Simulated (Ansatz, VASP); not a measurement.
# Two plane-wave programs on CdF2

File POSCAR:

```
CdF2
1.0
    0.0000000000      2.7048280000      2.7048280000
    2.7048280000      0.0000000000      2.7048280000
    2.7048280000      2.7048280000      0.0000000000
Cd F
1 2
Direct
    0.0000000000      0.0000000000      0.0000000000
    0.2500000000      0.2500000000      0.2500000000
    0.7500000000      0.7500000000      0.7500000000
```

File INCAR.step1:

```
ALGO = Normal
EDIFF = 1E-4
ENCUT = 600
GGA = PE
ISMEAR = -1
LASPH = True
LCHARG = False
LREAL = False
LWAVE = True
NELM = 100
PREC = Accurate
SIGMA = 0.0521
```

The input INCAR.step2:

```
ALGO = Normal
EDIFF = 1E-6
EDIFFG = -0.01
ENCUT = 600
IBRION = 2
ISIF = 3
ISMEAR = -1
ISTART = 1
LASPH = True
LCHARG = False
LMIXTAU = True
LREAL = False
LWAVE = False
METAGGA = R2SCAN
NELM = 100
NSW = 60
PREC = Accurate
SIGMA = 0.0521
```

KPOINTS

```
k-points
0
Gamma
  6 6 6
```

Input for Ansatz:

```yaml
crystal:
  lattice:
    - [0.0, 2.704828, 2.704828]
    - [2.704828, 0.0, 2.704828]
    - [2.704828, 2.704828, 0.0]
  atoms:
    - { symbol: Cd, position: [0.0, 0.0, 0.0] }
    - { symbol: F, position: [0.25, 0.25, 0.25] }
    - { symbol: F, position: [0.75, 0.75, 0.75] }
  symmetry: { tolerance: 0.0003 }
kpoints:
  mp_grid: { grid: [6, 6, 6], shift: [0, 0, 0] }
magnetization:
  spin_polarized: false
scf:
  occupations: { method: fermi_dirac, width: 0.0521 }
hamiltonian:
  pseudopotentials: { kind: paw }
  xc: r2scan
basis:
  ecutwfc: 500
output:
  forces: true
  stress: true
  eigenvalues: true
relax:
  max_steps: 40
  cell: {}
```

Alike in both runs: task relaxation of cell and atoms; functional r2SCAN; k mesh 6 × 6 × 6; occupations fermi-dirac, width 0.0521 eV; no spin polarisation.

|  | VASP | Ansatz |
| --- | --- | --- |
| version | VASP 6.6.1 | Ansatz 0.2.0 |
| potentials or method | VASP PAW PBE potentials, release 64 (Cd, F), cutoff 600 eV | PAW plane waves |
| valence electrons in the cell | 26 | 34 |

```tsv
	VASP	Ansatz	Ansatz less VASP
gap on the k mesh at the Fermi level, each at its own relaxed structure (eV)	3.75	3.81	+0.065
relaxed volume (Å³/atom)	13.12	13.04	-0.082
relaxed length of the cell vector where the two differ most in proportion (Å)	3.819	3.811	-0.0080
```

VASP's potentials were made for PBE, not for r2SCAN. VASP's potentials hold 26 valence electrons a cell and Ansatz's 34, so a difference there can come from the potentials and not from the codes.
